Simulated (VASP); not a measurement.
# Ni (Fd-3m) in VASP: a series of runs

Ni is run at these levels: PBE; tasks: single point.

All numbers are computed with VASP 6.6.1; they aren't measurements. Logs are shortened: lines on timing, memory, paths and dates and some standing lists are left out, and cuts for length are marked.

### Step 1. The cell of the first run

It takes space group Fd-3m (No. 227, cubic). The conventional cell has a = 5.031 Å, b = 5.031 Å, c = 5.031 Å, α = 90.00°, β = 90.00°, γ = 90.00°. Within 2.9 Å of Ni (site symmetry -43m) lie 4 Ni at 2.18 Å.

This isn't the form of Ni at room conditions, which is fcc.

### Step 2. Single point, PBE, collinear spin, ferromagnetic start (15.92 Å³/atom)

File INCAR:

```
SYSTEM = Ni
PREC     = Accurate       ! precision mode
ENCUT    = 520            ! plane-wave cutoff, eV
EDIFF    = 1E-6           ! SCF threshold, eV
ISMEAR   = -1             ! smearing method
SIGMA    = 0.05           ! smearing width, eV
LREAL    = .False.        ! projectors in reciprocal space
LASPH    = .True.         ! aspherical terms in the spheres
NELM     = 150            ! most SCF steps
ALGO     = Normal         ! electronic algorithm
ISIF     = 2              ! what is computed and relaxed
LWAVE    = .False.        ! write WAVECAR
LCHARG   = .False.        ! write CHGCAR
ISPIN    = 2              ! spin polarisation
MAGMOM   = -0.839 -0.839  ! initial moments
LORBIT   = 11             ! projections on sites
LMAXMIX  = 4              ! l up to which the mixer works
GGA      = PE             ! functional
NBANDS   = 21             ! bands
```

File KPOINTS:

```
regular mesh
0
Gamma
  17 17 17
  0 0 0
```

File POSCAR:

```
Ni
1.0
    0.0000000000      2.5156559822      2.5156559822
    2.5156559822      0.0000000000      2.5156559822
    2.5156559822      2.5156559822      0.0000000000
Ni
2
Direct
    0.1250000000      0.1250000000      0.1250000000
    0.8750000000      0.8750000000      0.8750000000
```

Potentials or basis: VASP PAW PBE potentials, release 64 (Ni).

On the command line:

```console
cat potpaw_PBE.64/Ni/POTCAR > POTCAR
mpirun -np 1 vasp_std > vasp.out
```

OUTCAR:

```text
SYSTEM = Ni
   PREC = Accurate
   ENCUT = 520
   EDIFF = 1E-6
   ISMEAR = -1
   LREAL = .False.
   LASPH = .True.
   NELM = 150
   ISIF = 2
   ISPIN = 2
   LORBIT = 11
   GGA = PE

 ion  position               nearest neighbor table
   1  0.125  0.125  0.125-   2 2.18   2 2.18   2 2.18   2 2.18
   2  0.875  0.875  0.875-   1 2.18   1 2.18   1 2.18   1 2.18

  LATTYP: Found a face centered cubic cell.
 ALAT       =     5.0313119644

  Lattice vectors:

 A1 = (   0.0000000000,   2.5156559822,   2.5156559822)
 A2 = (   2.5156559822,   0.0000000000,   2.5156559822)
 A3 = (   2.5156559822,   2.5156559822,   0.0000000000)

Analysis of symmetry for initial positions (statically):
=====================================================================
 Subroutine PRICEL returns:
 Original cell was already a primitive cell.

 Routine SETGRP: Setting up the symmetry group for a
 face centered cubic supercell.

 Subroutine GETGRP returns: Found 48 space group operations
 (whereof 12 operations were pure point group operations)
 out of a pool of 48 trial point group operations.

The static configuration has the point symmetry D_3d.
 The point group associated with its full space group is O_h .

Analysis of symmetry for dynamics (positions and initial velocities):
=====================================================================
 Subroutine PRICEL returns:
 Original cell was already a primitive cell.

 Routine SETGRP: Setting up the symmetry group for a
 face centered cubic supercell.

 Subroutine GETGRP returns: Found 48 space group operations
 (whereof 12 operations were pure point group operations)
 out of a pool of 48 trial point group operations.

The dynamic configuration has the point symmetry D_3d.
 The point group associated with its full space group is O_h .

Analysis of structural, dynamic, and magnetic symmetry:
=====================================================================
 Subroutine PRICEL returns:
 Original cell was already a primitive cell.

 Routine SETGRP: Setting up the symmetry group for a
 face centered cubic supercell.

 Subroutine GETGRP returns: Found 48 space group operations
 (whereof 12 operations were pure point group operations)
 out of a pool of 48 trial point group operations.

The overall configuration has the point symmetry D_3d.
 The point group associated with its full space group is O_h .

 Subroutine INISYM returns: Found 48 space group operations
 (whereof 12 operations are pure point group operations),
 and found     1 'primitive' translations

----------------------------------------------------------------------------------------

                                     Primitive cell

  volume of cell :      31.8408

  direct lattice vectors                    reciprocal lattice vectors
     0.000000000  2.515655982  2.515655982    -0.198755316  0.198755316  0.198755316
     2.515655982  0.000000000  2.515655982     0.198755316 -0.198755316  0.198755316
     2.515655982  2.515655982  0.000000000     0.198755316  0.198755316 -0.198755316

  length of vectors
     3.557674808  3.557674808  3.557674808     0.344254306  0.344254306  0.344254306

  position of ions in fractional coordinates (direct lattice)
     0.125000000  0.125000000  0.125000000
     0.875000000  0.875000000  0.875000000

  ion indices of the primitive-cell ions
   primitive index   ion index
                 1           1
                 2           2

----------------------------------------------------------------------------------------

 KPOINTS: regular mesh

Automatic generation of k-mesh.
 Grid dimensions read from file:
 generate k-points for:   17   17   17

 Generating k-lattice:

  Cartesian coordinates                     Fractional coordinates (reciprocal lattice)
    -0.011691489  0.011691489  0.011691489     0.058823529  0.000000000  0.000000000
     0.011691489 -0.011691489  0.011691489     0.000000000  0.058823529  0.000000000
     0.011691489  0.011691489 -0.011691489     0.000000000  0.000000000  0.058823529

  Length of vectors
     0.020250253  0.020250253  0.020250253

  Shift w.r.t. Gamma in fractional coordinates (k-lattice)
     0.000000000  0.000000000  0.000000000

 Subroutine IBZKPT returns following result:
 ===========================================

 Found    165 irreducible k-points:

 Following reciprocal coordinates:
            Coordinates               Weight
  0.000000  0.000000  0.000000      1.000000
  0.058824  0.000000  0.000000      8.000000
  0.117647  0.000000  0.000000      8.000000
  0.176471  0.000000  0.000000      8.000000
  0.235294  0.000000  0.000000      8.000000
  0.294118  0.000000  0.000000      8.000000
[... 16 lines left out ...]
 -0.176471  0.058824  0.000000     24.000000
 -0.117647  0.058824  0.000000     24.000000
 [... further k-points ...]
   k-points           NKPTS =    165   k-points in BZ     NKDIM =    165   number of bands    NBANDS=     21
   number of dos      NEDOS =    301   number of ions     NIONS =      2
   total plane-waves  NPLWV =  21952
   dimension x,y,z NGX =    28 NGY =   28 NGZ =   28
   dimension x,y,z NGXF=    56 NGYF=   56 NGZF=   56
   ions per type =               2
   NGX,Y,Z   is equivalent  to a cutoff of  13.08, 13.08, 13.08 a.u.
   NGXF,Y,Z  is equivalent  to a cutoff of  26.17, 26.17, 26.17 a.u.
 SYSTEM =  Ni
   PREC   = accura    normal or accurate (medium, high low for compatibility)
   ISTART =      0    job   : 0-new  1-cont  2-samecut
   ICHARG =      2    charge: 1-file 2-atom 10-const
   ISPIN  =      2    spin polarized calculation?
   LNONCOLLINEAR =      F non collinear calculations
   LSORBIT =      F    spin-orbit coupling
   LASPH  =      T    aspherical Exc in radial PAW
   ENCUT  =  520.0 eV  38.22 Ry    6.18 a.u.   6.61  6.61  6.61*2*pi/ulx,y,z
   NELM   =    150;   NELMIN=  2; NELMDL= -5     # of ELM steps
   EDIFF  = 0.1E-05   stopping-criterion for ELM
   LREAL  =      F    real-space projection
   EDIFFG = 0.1E-04   stopping-criterion for IOM
   NSW    =      0    number of steps for IOM
   IBRION =     -1    ionic relax: 0-MD 1-quasi-New 2-CG
   NFREE  =      0    steps in history (QN), initial steepest desc. (CG)
   ISIF   =      2    stress and relaxation
   ISYM   =      2    0-nonsym 1-usesym 2-fastsym
   POTIM  = 0.5000    time-step for ionic-motion
   TEBEG  =    0.0;   TEEND  =   0.0 temperature during run
   PSTRESS=    0.0 pullay stress
   NELECT =      20.0000    total number of electrons
   NUPDOWN=      -1.0000    fix difference up-down
   EMIN   =  10.00;   EMAX   =-10.00  energy-range for DOS
   EFERMI =   0.00;   METHOD = LEGACY
   ISMEAR =    -1;   SIGMA  =   0.05  broadening in eV -4-tet -1-fermi 0-gaus
   EFERMI_NEDOS =   21; number of points for ismear=-14 and -15
   IALGO  =     38    algorithm
   IMIX   =      4    mixing-type and parameters
     AMIX     =   0.40;   BMIX     =  1.00
     AMIX_MAG =   1.60;   BMIX_MAG =  1.00
  volume/ion in A,a.u.               =      15.92       107.44
  Fermi-wavevector in a.u.,A,eV,Ry     =   1.402029  2.649450 26.744762  1.965685
  Thomas-Fermi vector in A             =   2.524831
   LORBIT       =     11    0 simple, 1 ext, 2 COOP (PROOUT), +10 PAW based schemes
   GGA     = PE    functional components
   LHFCALC =     F    Hartree Fock is set to
   AEXX    =    0.0000 exact exchange contribution
   IVDW    =     0    specifies the selected vdW correction
   LEPSILON=     F    determine dielectric tensor
   LRPA    =     F    only Hartree local field effects (RPA)
 spin polarized calculation
  energy-cutoff  :      520.00
  volume of cell :       31.84
 maximum number of plane-waves:       881
   NGX = 13   NGY = 13   NGZ = 13

 number of electron      19.9999982 magnetization      -1.5790926

 Free energy of the ion-electron system (eV)
  ---------------------------------------------------
  ext. energy  EPLUGINS =         0.00000000
  ---------------------------------------------------
  free energy    TOTEN  =        -8.55037645 eV

  energy without entropy =       -8.52247016  energy(sigma->0) =       -8.53642330

 E-fermi :   5.0806     XC(G=0): -10.8642

 val. band max:        5.0790794798   @ k =  -0.2941   0.0588   0.0000
 cond. band min:       5.0812129697   @ k =   0.4706   0.4118   0.0588
 fundamental gap:      0.0021334899
 Fermi energy:         5.0805653671

 spin component 1

 k-point     1 :       0.0000    0.0000    0.0000
  band No.  band energies     occupation
      1      -1.6685      1.00000
      2       2.5094      1.00000
      3       2.5094      1.00000
      4       2.5745      1.00000
      5       2.5745      1.00000
      6       2.5745      1.00000
[... 13 lines left out ...]
     20      22.3636      0.00000
     21      22.3636      0.00000

 k-point     2 :       0.0588    0.0000    0.0000
  band No.  band energies     occupation
      1      -1.6046      1.00000
      2       2.4498      1.00000
      3       2.4498      1.00000
      4       2.5770      1.00000
      5       2.6481      1.00000
      6       2.6481      1.00000
[... 13 lines left out ...]
     20      22.0228      0.00000
     21      22.0228      0.00000
[... 487 lines left out ...]
      5       2.8063      1.00000
      6       2.9246      1.00000
[... 13 lines left out ...]
     20      22.2088      0.00000
     21      23.5717      0.00000

 k-point    24 :      -0.1176    0.0588    0.0000
  band No.  band energies     occupation
      1      -1.2674      1.00000
      2       2.3042      1.00000
      3       2.4297      1.00000
      4       2.5976      1.00000
      5       2.7419      1.00000
      6       2.8432      1.00000
[... 13 lines left out ...]
     20      22.3428      0.00000
     21      22.6315      0.00000

 [... further k-points ...]

 spin component 2

 k-point     1 :       0.0000    0.0000    0.0000
  band No.  band energies     occupation
      1      -1.6753      1.00000
      2       1.7816      1.00000
      3       1.7816      1.00000
      4       1.8286      1.00000
      5       1.8286      1.00000
      6       1.8286      1.00000
[... 13 lines left out ...]
     20      22.3767      0.00000
     21      22.3767      0.00000

 k-point     2 :       0.0588    0.0000    0.0000
  band No.  band energies     occupation
      1      -1.6115      1.00000
      2       1.7193      1.00000
      3       1.7193      1.00000
      4       1.8311      1.00000
      5       1.9037      1.00000
      6       1.9037      1.00000
[... 13 lines left out ...]
     20      22.0206      0.00000
     21      22.0206      0.00000
[... 487 lines left out ...]
      5       2.0525      1.00000
      6       2.1684      1.00000
[... 13 lines left out ...]
     20      22.1666      0.00000
     21      23.4938      0.00000

 k-point    24 :      -0.1176    0.0588    0.0000
  band No.  band energies     occupation
      1      -1.2762      1.00000
      2       1.5792      1.00000
      3       1.7003      1.00000
      4       1.8454      1.00000
      5       1.9933      1.00000
      6       2.0912      1.00000
[... 13 lines left out ...]
     20      22.2873      0.00000
     21      22.5978      0.00000

 [... further k-points ...]

------------------------ aborting loop because EDIFF is reached ----------------------------------------

  FORCE on cell =-STRESS in cart. coord.  units (eV):
  Direction    XX          YY          ZZ          XY          YZ          ZX
  --------------------------------------------------------------------------------------
  -------------------------------------------------------------------------------------
  Total        0.7922384      0.7922384      0.7922384      0.0000000      0.0000000      0.0000000
  in kB       39.8641720     39.8641720     39.8641720      0.0000000      0.0000000      0.0000000
  external PRESSURE =      39.8641720 kB  Pullay stress =       0.0000000 kB

 VOLUME and BASIS-vectors are now :
 -----------------------------------------------------------------------------
  energy-cutoff  :      520.00
  volume of cell :       31.84
      direct lattice vectors                 reciprocal lattice vectors
     0.000000000  2.515655982  2.515655982    -0.198755316  0.198755316  0.198755316
     2.515655982  0.000000000  2.515655982     0.198755316 -0.198755316  0.198755316
     2.515655982  2.515655982  0.000000000     0.198755316  0.198755316 -0.198755316

 POSITION                                       TOTAL-FORCE (eV/Angst)
 -----------------------------------------------------------------------------------
      0.62891      0.62891      0.62891        -0.000000      0.000000     -0.000000
      4.40240      4.40240      4.40240         0.000000     -0.000000      0.000000
 -----------------------------------------------------------------------------------
    total drift:                                0.000000      0.000000     -0.000000

  FREE ENERGIE OF THE ION-ELECTRON SYSTEM (eV)
  ---------------------------------------------------
  free  energy   TOTEN  =        -8.5503764470 eV

  energy  without entropy=       -8.5224701583  energy(sigma->0) =       -8.53642330

 total charge

# of ion       s       p       d       tot
------------------------------------------
    1        0.554   0.366   8.346   9.266
    2        0.554   0.366   8.346   9.266
--------------------------------------------------
tot          1.107   0.732  16.692  18.532

 magnetization (x)

# of ion       s       p       d       tot
------------------------------------------
    1        0.014   0.016  -0.821  -0.791
    2        0.014   0.016  -0.821  -0.791
--------------------------------------------------
tot          0.027   0.032  -1.642  -1.583
```

Wall time 91 s (1 thread of Intel Xeon 6975P-C (Granite Rapids), shared host); peak memory 0.27 GiB.

Results:

```yaml
Free_energy: -8.5504 eV
Pressure: 4.0 GPa
Net_moment: -1.58 μB per cell
Site_moments: Ni -0.79 μB
Valence_electrons_inside_the_program's_atomic_spheres: Ni 9.27
```

Levels at points of the mesh, in eV from the Fermi level:
Spin up:
```csv
k point,band 7,band 8,band 9,band 10,band 11,band 12
"(0.00, 0.00, 0.00)",-0.94,-0.94,-0.94,0.13,0.13,12.14
```
Spin down:
```tsv
k point	band 8	band 9	band 10	band 11	band 12	band 13	band 14	band 15
(0.00, 0.00, 0.00)	-1.77	-1.77	-0.77	-0.77	11.97	11.97	11.97	12.49
```

Caveat: the cell stands under pressure.

### Step 3. Single point, PBE, collinear spin, ferromagnetic start

This run uses another cell than the first one, of 16.58 Å³/atom.

File INCAR:

```
PREC = Accurate
ENCUT = 520
EDIFF = 1E-7
ISMEAR = -1
SIGMA = 0.05
LREAL = F
LASPH = T
NELM = 150
ALGO = Normal
ISIF = 2
LWAVE = F
LCHARG = T
ISPIN = 2
MAGMOM = -0.845 -0.845
LORBIT = 11
LMAXMIX = 4
GGA = PE
LELF = T
LVHAR = T
NBANDS = 21
```

File KPOINTS:

```
regular mesh
0
Gamma
  17 17 17
```

File POSCAR:

```
Ni
1.0
    0.0000000000      2.5501213059      2.5501213059
    2.5501213059      0.0000000000      2.5501213059
    2.5501213059      2.5501213059      0.0000000000
Ni
2
Direct
    0.1250000000      0.1250000000      0.1250000000
    0.8750000000      0.8750000000      0.8750000000
```

Potentials or basis: VASP PAW PBE potentials, release 64 (Ni).

On the command line:

```console
cat potpaw_PBE.64/Ni/POTCAR > POTCAR
mpirun -np 1 vasp_std > vasp.out
```

It took 1.7 min on 1 thread of Intel Xeon 6975P-C (Granite Rapids), shared host; peak memory 0.29 GiB.

The run converged. Its results:

```yaml
Free_energy: -8.5661 eV
Pressure: 0.0 GPa
Net_moment: -1.58 μB per cell
Site_moments: Ni -0.80 μB
Valence_electrons_inside_the_program's_atomic_spheres: Ni 9.21
```

Levels at points of the mesh, in eV from the Fermi level:
Spin up:
```csv
k point,band 7,band 8,band 9,band 10,band 11,band 12
"(0.00, 0.00, 0.00)",-0.88,-0.88,-0.88,0.12,0.12,11.76
```
Spin down:
```
           k point  band 8  band 9  band 10  band 11  band 12  band 13  band 14  band 15
(0.00, 0.00, 0.00)   -1.72   -1.72    -0.78    -0.78    11.60    11.60    11.60    12.17
```

### Step 4. Single point, PBE, collinear spin, ferromagnetic start (16.58 Å³/atom)

This run uses another cell than the first one, of 16.58 Å³/atom.

File INCAR:

```
SYSTEM = Ni
PREC = Accurate
ENCUT = 520
EDIFF = 1E-6
ISMEAR = -1
SIGMA = 0.05
LREAL = .False.
LASPH = .True.
NELM = 150
ALGO = Normal
ISIF = 2
LWAVE = .False.
LCHARG = .False.
ISPIN = 2
MAGMOM = -0.839 -0.839
LORBIT = 11
LMAXMIX = 4
GGA = PE
NBANDS = 21
```

File KPOINTS:

```
regular mesh
0
Gamma
  17 17 17
  0 0 0
```

POSCAR is that of step 3.

On the command line:

```console
cat potpaw_PBE.64/Ni/POTCAR > POTCAR
mpirun -np 1 vasp_std > vasp.out
```

Run time: 81 s. Hardware: 1 thread of Intel Xeon 6975P-C (Granite Rapids), shared host; peak memory 0.28 GiB.

Results (log left out):

```yaml
Free_energy: -8.5661 eV
Pressure: 0.2 GPa
Net_moment: -1.58 μB per cell
Site_moments: Ni -0.80 μB
Valence_electrons_inside_the_program's_atomic_spheres: Ni 9.21
```

Levels at points of the mesh, in eV from the Fermi level:
Spin up:
```tsv
k point	band 6	band 7	band 8	band 9	band 10	band 11	band 12	band 13
(0.00, 0.00, 0.00)	-2.38	-0.88	-0.88	-0.88	0.12	0.12	11.76	11.76
```
Spin down:
| k point | band 8 | band 9 | band 10 | band 11 | band 12 | band 13 | band 14 | band 15 |
| --- | --- | --- | --- | --- | --- | --- | --- | --- |
| (0.00, 0.00, 0.00) | -1.72 | -1.72 | -0.78 | -0.78 | 11.60 | 11.60 | 11.60 | 12.18 |

### Step 5. Single point, PBE, non-collinear spin, typed start, spin-orbit coupling

This run uses another cell than the first one, of 16.58 Å³/atom.

File INCAR:

```
SYSTEM = Ni
ALGO     = Normal         ! electronic algorithm
EDIFF    = 1E-7           ! SCF threshold, eV
ENCUT    = 520            ! plane-wave cutoff, eV
GGA      = PE             ! functional
GGA_COMPAT= .False.      
ISIF     = 2              ! what is computed and relaxed
ISMEAR   = -1             ! smearing method
LASPH    = .True.         ! aspherical terms in the spheres
LCHARG   = .False.        ! write CHGCAR
LMAXMIX  = 4              ! l up to which the mixer works
LORBIT   = 11             ! projections on sites
LORBMOM  = .True.       
LREAL    = .False.        ! projectors in reciprocal space
LSORBIT  = .True.         ! spin-orbit coupling
LWAVE    = .False.        ! write WAVECAR
MAGMOM   = 0 0 0.839 0 0 0.839 ! initial moments
NBANDS   = 32             ! bands
NELM     = 150            ! most SCF steps
PREC     = Accurate       ! precision mode
SIGMA    = 0.05           ! smearing width, eV
```

File KPOINTS:

```
k-points
0
Gamma
  11 11 11
  0 0 0
```

File POSCAR:

```
Ni
1.0
    0.0000000000      2.5501173014      2.5501173014
    2.5501173014      0.0000000000      2.5501173014
    2.5501173014      2.5501173014      0.0000000000
Ni
2
Direct
    0.1250000000      0.1250000000      0.1250000000
    0.8750000000      0.8750000000      0.8750000000
```

On the command line:

```console
cat potpaw_PBE.64/Ni/POTCAR > POTCAR
mpirun -np 1 vasp_ncl > vasp.out
```

Wall time 27 min (1 thread of Intel Xeon 8259CL, shared host); peak memory 0.44 GiB.

It converged, with:

| Quantity | Value |
| --- | --- |
| Free energy | -8.5822 eV |
| Pressure | 0.0 GPa |
| Net moment | 1.60 μB per cell |
| Valence electrons inside the program's atomic spheres | Ni 9.21 |

Moments on the atoms (μB; x, y, z):
```
Ni  0.00 0.00 0.80
Ni  0.00 0.00 0.80
```

### Step 6. The runs side by side

```tsv
spin	cell	k mesh	gap on the mesh (eV)	pressure (GPa)	moment (μB)
collinear, ferromagnetic start	a = 3.558 Å, angles 60.0°, 2 atoms	17 × 17 × 17	none	4.0	1.58
collinear, ferromagnetic start	a = 3.606 Å, angles 60.0°, 2 atoms	17 × 17 × 17	none	0.2	1.58
non-collinear, typed start, SOC	a = 3.606 Å, angles 60.0°, 2 atoms	11 × 11 × 11	-	0.0	1.60
```

Alike in all rows: task single point; level PBE; potentials or basis VASP PAW PBE potentials, release 64 (Ni); cutoff (eV) 520; smearing fermi-dirac 0.05 eV.

Caveats: the cell stands under pressure (at least some runs).

Total energies depend on the potentials used, so only differences within one code and one set of settings carry meaning.
